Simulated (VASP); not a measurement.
# Se (P2_12_12) in VASP: single point with PBEsol

Aim: the single point of Se with PBEsol.

All numbers are computed with VASP 6.6.1; they aren't measurements. Logs are shortened: lines on timing, memory, paths and dates and some standing lists are left out, and cuts for length are marked.

## 1. The cell of the first run

It takes space group P2_12_12 (No. 18, orthorhombic). Conventional cell: a = 4.868 Å, b = 7.909 Å, c = 2.740 Å, α = 90.00°, β = 90.00°, γ = 90.00°. Within 3.0 Å of Se (site symmetry 1) lie 3 Se at 2.31 to 2.74 Å.

## 2. Single point, PBEsol

The input, INCAR:

```
SYSTEM = Se
ALGO = Normal ; EDIFF = 1E-6
ENCUT = 520 ; GGA = PS
ISIF = 2 ; ISMEAR = 0
LASPH = .True. ; LCHARG = .False.
LREAL = .False. ; LWAVE = .False.
NBANDS = 20 ; NELM = 60
PREC = Accurate ; SIGMA = 0.01
```

The input, KPOINTS:

```
k-points
0
Gamma
  4 4 8
  0 0 0
```

The input, POSCAR:

```
Se
1.0
    4.8681600000      0.0000000000      0.0000000000
    0.0000000000      7.9093300000      0.0000000000
    0.0000000000      0.0000000000      2.7402000000
Se
4
Direct
    0.6740800000      0.4010500000      0.2638400000
    0.8259200000      0.9010500000      0.7361600000
    0.3259200000      0.5989500000      0.2638400000
    0.1740800000      0.0989500000      0.7361600000
```

Potentials or basis: VASP PAW PBE potentials, release 64 (Se).

The run is started by

```sh
cat potpaw_PBE.64/Se/POTCAR > POTCAR
mpirun -np 1 vasp_std > vasp.out
```

OUTCAR:

```text
SYSTEM = Se
   EDIFF = 1E-6
   ENCUT = 520
   GGA = PS
   ISIF = 2
   ISMEAR = 0
   LASPH = .True.
   LREAL = .False.
   NELM = 60
   PREC = Accurate

 ion  position               nearest neighbor table
   1  0.674  0.401  0.264-   3 2.31
   2  0.826  0.901  0.736-   4 2.31
   3  0.326  0.599  0.264-   1 2.31
   4  0.174  0.099  0.736-   2 2.31

  LATTYP: Found a simple orthorhombic cell.
 ALAT       =     2.7402000000
 B/A-ratio  =     1.7765710532
 C/A-ratio  =     2.8864061017

  Lattice vectors:

 A1 = (   0.0000000000,   0.0000000000,   2.7402000000)
 A2 = (   4.8681600000,   0.0000000000,   0.0000000000)
 A3 = (   0.0000000000,   7.9093300000,   0.0000000000)

Analysis of symmetry for initial positions (statically):
=====================================================================
 Subroutine PRICEL returns:
 Original cell was already a primitive cell.

 Routine SETGRP: Setting up the symmetry group for a
 simple orthorhombic supercell.

 Subroutine GETGRP returns: Found  4 space group operations
 (whereof  2 operations were pure point group operations)
 out of a pool of  8 trial point group operations.

The static configuration has the point symmetry C_2 .
 The point group associated with its full space group is D_2 .

Analysis of symmetry for dynamics (positions and initial velocities):
=====================================================================
 Subroutine PRICEL returns:
 Original cell was already a primitive cell.

 Routine SETGRP: Setting up the symmetry group for a
 simple orthorhombic supercell.

 Subroutine GETGRP returns: Found  4 space group operations
 (whereof  2 operations were pure point group operations)
 out of a pool of  8 trial point group operations.

The dynamic configuration has the point symmetry C_2 .
 The point group associated with its full space group is D_2 .

 Subroutine INISYM returns: Found  4 space group operations
 (whereof  2 operations are pure point group operations),
 and found     1 'primitive' translations

----------------------------------------------------------------------------------------

                                     Primitive cell

  volume of cell :     105.5083

  direct lattice vectors                    reciprocal lattice vectors
     4.868160000  0.000000000  0.000000000     0.205416420  0.000000000  0.000000000
     0.000000000  7.909330000  0.000000000     0.000000000  0.126432960  0.000000000
     0.000000000  0.000000000  2.740200000     0.000000000  0.000000000  0.364936866

  length of vectors
     4.868160000  7.909330000  2.740200000     0.205416420  0.126432960  0.364936866

  position of ions in fractional coordinates (direct lattice)
     0.674080000  0.401050000  0.263840000
     0.825920000  0.901050000  0.736160000
     0.325920000  0.598950000  0.263840000
     0.174080000  0.098950000  0.736160000

  ion indices of the primitive-cell ions
   primitive index   ion index
                 1           1
                 2           2
                 3           3
                 4           4

----------------------------------------------------------------------------------------

 KPOINTS: k-points

Automatic generation of k-mesh.
 Grid dimensions read from file:
 generate k-points for:    4    4    8

 Generating k-lattice:

  Cartesian coordinates                     Fractional coordinates (reciprocal lattice)
     0.051354105  0.000000000  0.000000000     0.250000000  0.000000000  0.000000000
     0.000000000  0.031608240  0.000000000     0.000000000  0.250000000  0.000000000
     0.000000000  0.000000000  0.045617108     0.000000000  0.000000000  0.125000000

  Length of vectors
     0.051354105  0.031608240  0.045617108

  Shift w.r.t. Gamma in fractional coordinates (k-lattice)
     0.000000000  0.000000000  0.000000000

 Subroutine IBZKPT returns following result:
 ===========================================

 Found     45 irreducible k-points:

 Following reciprocal coordinates:
            Coordinates               Weight
  0.000000  0.000000  0.000000      1.000000
  0.250000  0.000000  0.000000      2.000000
  0.500000  0.000000  0.000000      1.000000
  0.000000  0.250000  0.000000      2.000000
  0.250000  0.250000  0.000000      4.000000
  0.500000  0.250000  0.000000      2.000000
[... 16 lines left out ...]
  0.250000  0.250000  0.250000      8.000000
  0.500000  0.250000  0.250000      4.000000
 [... further k-points ...]
   k-points           NKPTS =     45   k-points in BZ     NKDIM =     45   number of bands    NBANDS=     20
   number of dos      NEDOS =    301   number of ions     NIONS =      4
   total plane-waves  NPLWV =  43200
   dimension x,y,z NGX =    36 NGY =   60 NGZ =   20
   dimension x,y,z NGXF=    72 NGYF=  120 NGZF=   40
   ions per type =               4
   NGX,Y,Z   is equivalent  to a cutoff of  12.29, 12.61, 12.13 a.u.
   NGXF,Y,Z  is equivalent  to a cutoff of  24.59, 25.22, 24.27 a.u.
 SYSTEM =  Se
   PREC   = accura    normal or accurate (medium, high low for compatibility)
   ISTART =      0    job   : 0-new  1-cont  2-samecut
   ICHARG =      2    charge: 1-file 2-atom 10-const
   ISPIN  =      1    spin polarized calculation?
   LNONCOLLINEAR =      F non collinear calculations
   LSORBIT =      F    spin-orbit coupling
   LASPH  =      T    aspherical Exc in radial PAW
   ENCUT  =  520.0 eV  38.22 Ry    6.18 a.u.   9.05 14.71  5.09*2*pi/ulx,y,z
   NELM   =     60;   NELMIN=  2; NELMDL= -5     # of ELM steps
   EDIFF  = 0.1E-05   stopping-criterion for ELM
   LREAL  =      F    real-space projection
   EDIFFG = 0.1E-04   stopping-criterion for IOM
   NSW    =      0    number of steps for IOM
   IBRION =     -1    ionic relax: 0-MD 1-quasi-New 2-CG
   NFREE  =      0    steps in history (QN), initial steepest desc. (CG)
   ISIF   =      2    stress and relaxation
   ISYM   =      2    0-nonsym 1-usesym 2-fastsym
   POTIM  = 0.5000    time-step for ionic-motion
   TEBEG  =    0.0;   TEEND  =   0.0 temperature during run
   PSTRESS=    0.0 pullay stress
   NELECT =      24.0000    total number of electrons
   NUPDOWN=      -1.0000    fix difference up-down
   EMIN   =  10.00;   EMAX   =-10.00  energy-range for DOS
   EFERMI =   0.00;   METHOD = LEGACY
   ISMEAR =     0;   SIGMA  =   0.01  broadening in eV -4-tet -1-fermi 0-gaus
   EFERMI_NEDOS =   21; number of points for ismear=-14 and -15
   IALGO  =     38    algorithm
   IMIX   =      4    mixing-type and parameters
     AMIX     =   0.40;   BMIX     =  1.00
     AMIX_MAG =   1.60;   BMIX_MAG =  1.00
  volume/ion in A,a.u.               =      26.38       178.00
  Fermi-wavevector in a.u.,A,eV,Ry     =   0.999347  1.888492 13.588062  0.998694
  Thomas-Fermi vector in A             =   2.131631
   LORBIT       =      0    0 simple, 1 ext, 2 COOP (PROOUT), +10 PAW based schemes
   GGA     = PS    functional components
   LHFCALC =     F    Hartree Fock is set to
   AEXX    =    0.0000 exact exchange contribution
   IVDW    =     0    specifies the selected vdW correction
   LEPSILON=     F    determine dielectric tensor
   LRPA    =     F    only Hartree local field effects (RPA)
 non-spin polarized calculation
 Gauss-broadening in eV      SIGMA  =   0.01
  energy-cutoff  :      520.00
  volume of cell :      105.51
 maximum number of plane-waves:      2872
   NGX = 19   NGY = 29   NGZ = 11

 number of electron      23.9999994 magnetization

 Free energy of the ion-electron system (eV)
  ---------------------------------------------------
  ext. energy  EPLUGINS =         0.00000000
  ---------------------------------------------------
  free energy    TOTEN  =       -14.63652285 eV

  energy without entropy =      -14.63646736  energy(sigma->0) =      -14.63649510

 E-fermi :   3.0412     XC(G=0):  -9.2324

 val. band max:        3.0273592447   @ k =   0.2500   0.0000   0.3750
 cond. band min:       3.0569389803   @ k =   0.2500   0.5000   0.3750
 fundamental gap:      0.0295797357
 Fermi energy:         3.0411505404

 k-point     1 :       0.0000    0.0000    0.0000
  band No.  band energies     occupation
      1     -13.1528      2.00000
      2     -12.7273      2.00000
      3      -9.9324      2.00000
      4      -9.3228      2.00000
      5      -2.4923      2.00000
      6      -2.3622      2.00000
[... 12 lines left out ...]
     19       9.2967      0.00000
     20      11.8186      0.00000

 k-point     2 :       0.2500    0.0000    0.0000
  band No.  band energies     occupation
      1     -13.0297      2.00000
      2     -12.7151      2.00000
      3      -9.9554      2.00000
      4      -9.5759      2.00000
      5      -2.9404      2.00000
      6      -2.3046      2.00000
[... 12 lines left out ...]
     19      10.8781      0.00000
     20      11.6928      0.00000

 k-point     3 :       0.5000    0.0000    0.0000
  band No.  band energies     occupation
      1     -12.8002      2.00000
      2     -12.8002      2.00000
      3      -9.9033      2.00000
      4      -9.9033      2.00000
      5      -2.9369      2.00000
      6      -2.9369      2.00000
[... 12 lines left out ...]
     19      10.5304      0.00000
     20      10.5304      0.00000

 k-point     4 :       0.0000    0.2500    0.0000
  band No.  band energies     occupation
      1     -13.0994      2.00000
      2     -12.8008      2.00000
      3      -9.8297      2.00000
      4      -9.4006      2.00000
      5      -2.5711      2.00000
      6      -2.5009      2.00000
[... 429 lines left out ...]
 k-point    23 :       0.2500    0.2500    0.2500
  band No.  band energies     occupation
      1     -12.0554      2.00000
      2     -11.8588      2.00000
      3      -8.9094      2.00000
      4      -8.6652      2.00000
      5      -2.0358      2.00000
      6      -1.5186      2.00000
[... 12 lines left out ...]
     19      10.9988      0.00000
     20      11.6678      0.00000

 k-point    24 :       0.5000    0.2500    0.2500
  band No.  band energies     occupation
      1     -11.8820      2.00000
      2     -11.8820      2.00000
      3      -8.9319      2.00000
      4      -8.9319      2.00000
      5      -1.8497      2.00000
      6      -1.8497      2.00000
[... 12 lines left out ...]
     19      11.0264      0.00000
     20      11.0264      0.00000

 [... further k-points ...]

------------------------ aborting loop because EDIFF is reached ----------------------------------------

  FORCE on cell =-STRESS in cart. coord.  units (eV):
  Direction    XX          YY          ZZ          XY          YZ          ZX
  --------------------------------------------------------------------------------------
  -------------------------------------------------------------------------------------
  Total        1.6570904      1.4793254     -3.9280561      0.0000000      0.0000000      0.0000000
  in kB       25.1634382     22.4640213    -59.6487661      0.0000000      0.0000000      0.0000000
  external PRESSURE =      -4.0071022 kB  Pullay stress =       0.0000000 kB

 VOLUME and BASIS-vectors are now :
 -----------------------------------------------------------------------------
  energy-cutoff  :      520.00
  volume of cell :      105.51
      direct lattice vectors                 reciprocal lattice vectors
     4.868160000  0.000000000  0.000000000     0.205416420  0.000000000  0.000000000
     0.000000000  7.909330000  0.000000000     0.000000000  0.126432960  0.000000000
     0.000000000  0.000000000  2.740200000     0.000000000  0.000000000  0.364936866

 POSITION                                       TOTAL-FORCE (eV/Angst)
 -----------------------------------------------------------------------------------
      3.28153      3.17204      0.72297         0.785970     -0.794385      0.004064
      4.02071      7.12670      2.01723        -0.785970     -0.794385     -0.004064
      1.58663      4.73729      0.72297        -0.785970      0.794385      0.004064
      0.84745      0.78263      2.01723         0.785970      0.794385     -0.004064
 -----------------------------------------------------------------------------------
    total drift:                                0.000000      0.000000     -0.000000

  FREE ENERGIE OF THE ION-ELECTRON SYSTEM (eV)
  ---------------------------------------------------
  free  energy   TOTEN  =       -14.6365228483 eV

  energy  without entropy=      -14.6364673606  energy(sigma->0) =      -14.63649510
```

Wall time 62 s (1 thread of AMD EPYC 7R43 (Zen 3), shared host); peak memory 0.19 GiB.

Results:

```yaml
Free_energy: -14.6365 eV
Pressure: -0.4 GPa
Largest_force: 1.118 eV/Å
Band_gap_on_the_k_mesh: zero (bands 12 and 13 overlap by 2.50 eV)
```

Forces in eV/Å, atoms in the order of the input:
```
Se   0.786 -0.794  0.004
Se  -0.786 -0.794 -0.004
Se  -0.786  0.794  0.004
Se   0.786  0.794 -0.004
```

Caveat: the stress differs along the axes, from -6 to 3 GPa; the PAW data sets were made with another functional, which shifts forces and pressure a little.

The gap in the log of VASP goes by the Fermi energy; the results here count the filled bands.